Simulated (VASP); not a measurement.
Set up this calculation in VASP 6.6.1, as the native input.

```yaml
Task: single point
Functional: PBE
Dispersion: D3(BJ)
Potentials_or_basis: VASP PAW PBE potentials, release 64 (Se)
Cutoff: 520 eV
k_mesh: 12 × 12 × 8
Occupations: gaussian, width 0.05 eV
Spin: no spin polarisation
Dipole_correction: no
Further_INCAR_settings: ALGO = Normal; EDIFF = 1e-07; NBANDS = 16
```

The structure of Se lies in POSCAR:

```
Se
1.0
    4.1182799665      0.0000000000      0.0000000000
   -2.0591399833      3.5665350709      0.0000000000
    0.0000000000      0.0000000000      5.4040069721
Se
3
Direct
    0.2473450684      0.0000000000      0.3333333333
    0.0000000000      0.2473450684      0.6666666667
    0.7526549316      0.7526549316      0.0000000000
```

This cell differs from its parent crystal: volume 26.458 Å^3 an atom, c/a of the conventional cell 1.3122.

One way to write it, as run:

INCAR

```
ALGO     = Normal         # electronic algorithm
EDIFF    = 1E-7           # SCF threshold, eV
ENCUT    = 520            # plane-wave cutoff, eV
GGA      = PE             # functional
ISIF     = 2              # what is computed and relaxed
ISMEAR   = 0              # smearing method
IVDW     = 12             # dispersion correction
LASPH    = T              # aspherical terms in the spheres
LCHARG   = F              # write CHGCAR
LREAL    = F              # projectors in reciprocal space
LWAVE    = F              # write WAVECAR
NBANDS   = 16             # bands
NELM     = 80             # most SCF steps
PREC     = Accurate       # precision mode
SIGMA    = 0.05           # smearing width, eV
```

KPOINTS

```
k-points
0
Gamma
  12 12 8
```

Potentials or basis: VASP PAW PBE potentials, release 64 (Se).

Command:

```console
$ cat potpaw_PBE.64/Se/POTCAR > POTCAR
$ mpirun -np 1 vasp_std > vasp.out
```

Results of the run:

```json
{"Pressure": "-4.8 GPa", "Largest force": "0.483 eV/Å", "Band gap on the k mesh": "0.24 eV, direct", "Dispersion energy per atom": "-0.328 eV"}
```

It took 4 min on 1 thread of Oxide Virtual Turin-like Processor (shared host), peak memory 0.25 GiB.
